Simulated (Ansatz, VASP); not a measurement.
**CdSe: VASP beside Ansatz**

Contents of INCAR:

```
SYSTEM = CdSe
PREC = Accurate ; ENCUT = 500
EDIFF = 1E-6 ; ISMEAR = 0
SIGMA = 0.01 ; LREAL = .FALSE.
LASPH = .TRUE. ; NELM = 120
ALGO = Normal ; ISIF = 2
LWAVE = .FALSE. ; LCHARG = .FALSE.
GGA = PS ; NBANDS = 16
GGA_COMPAT = .FALSE.
```

File KPOINTS:

```
Automatic mesh
0
G
  6 6 6
  0 0 0
```

Contents of POSCAR:

```
CdSe
1.0
    0.0000000000      3.0413470752      3.0413470752
    3.0413470752      0.0000000000      3.0413470752
    3.0413470752      3.0413470752      0.0000000000
Cd Se
1 1
Direct
   -0.0016440084     -0.0016440084     -0.0016440084
    0.7500000000      0.7500000000      0.7500000000
```

Input for Ansatz:

```yaml
crystal:
  lattice:
    - [0.0, 3.04134707518, 3.04134707518]
    - [3.04134707518, 0.0, 3.04134707518]
    - [3.04134707518, 3.04134707518, 0.0]
  atoms:
    - { symbol: Cd, position: [-0.001644008354, -0.001644008354, -0.001644008354] }
    - { symbol: Se, position: [0.75, 0.75, 0.75] }
kpoints:
  mp_grid: { grid: [6, 6, 6] }
scf:
  occupations: { method: fixed }
  convergence: { dr2_threshold: 1.0e-10 }
hamiltonian:
  xc: pbesol
  pseudopotentials: { kind: paw }
output:
  forces: true
  stress: true
  eigenstates:
    kpoints:
      - [0.0, 0.0, 0.0]
      - [0.5, 0.5, 0.0]
      - [0.5, 0.0, 0.5]
      - [0.0, 0.5, 0.5]
      - [0.0, 0.5, 0.0]
      - [0.5, 0.0, 0.0]
      - [0.0, 0.0, 0.5]
      - [0.5, 0.5, 0.5]
  eigenvalues: true
```

Change from the starting cell: atom 1 moved by [-0.01, -0.01, -0.01] A, PAW files.

Alike in both runs: task single point; functional PBEsol; k mesh 6 × 6 × 6; no spin polarisation.

|  | VASP | Ansatz |
| --- | --- | --- |
| version | VASP 6.6.1 | Ansatz 0.2.0 |
| potentials or method | VASP PAW PBE potentials, release 64 (Cd, Se) | PAW with Ansatz's default frozen-core files, scalar-relativistic |
| plane-wave cutoff (eV) | 500 | 420 |
| occupations | gaussian, width 0.01 eV | fixed |
| valence electrons in the cell | 18 | 36 |

|  | VASP | Ansatz | Ansatz less VASP |
| --- | --- | --- | --- |
| gap on the k mesh at the Fermi level (eV) | 0.47 | 0.47 | -0.002 |
| pressure (GPa) | 0.3 | 0.0 | -0.33 |
| traceless stress, the component that is largest in VASP (GPa) | 0.19 | 0.18 | -0.008 |
| rms of the force components (eV/Å) | 0.051 | 0.049 | -0.0016 |

VASP's potentials were made for PBE, not for PBEsol. Atom by atom the forces differ by 0.002 eV/Å (rms over components). VASP's potentials hold 18 valence electrons a cell and Ansatz's 36, so a difference there can come from the potentials and not from the codes.
